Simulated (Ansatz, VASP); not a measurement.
One calculation of AlGeSbH2, two programs

```
Al Ge Sb H
1.0
    -2.38339    2.38339    3.36368
     2.38339   -2.38339    3.36368
     2.38339    2.38339   -3.36368
Al Ge Sb H
1 1 1 2
Direct
  0.00000 0.00000 0.00000
  0.25000 0.75000 0.50000
  0.75000 0.25000 0.50000
  0.55706 0.55706 0.00000
  0.44294 0.44294 0.00000
```

Change from the starting cell: species swapped into the TbSi2RuRh type (I-4m2, No. 119).

Alike in both runs: functional PBE; k mesh 10 × 10 × 10; occupations gaussian, width 0.1 eV; no spin polarisation.

Ansatz relaxed the structure, and its values are those at the end. VASP's run is a single point on that final structure, the one shown.

|  | VASP | Ansatz |
| --- | --- | --- |
| version | VASP 6.6.1 | Ansatz 0.2.0 |
| potentials or method | VASP PAW PBE potentials, release 64 (Al, Ge_d, Sb, H), cutoff 520 eV | scalar-relativistic, plane waves, PAW |
| valence electrons in the cell | 24 | 34 |

```tsv
	VASP	Ansatz	Ansatz less VASP
gap on the k mesh at the Fermi level (eV)	none	none	-
pressure (GPa)	0.0	0.0	+0.05
```

A gap of «none» marks a metal or a gap that the smearing closes. VASP's potentials hold 24 valence electrons a cell and Ansatz's 34, so a difference there can come from the potentials and not from the codes.

Neither program's run includes spin-orbit coupling.
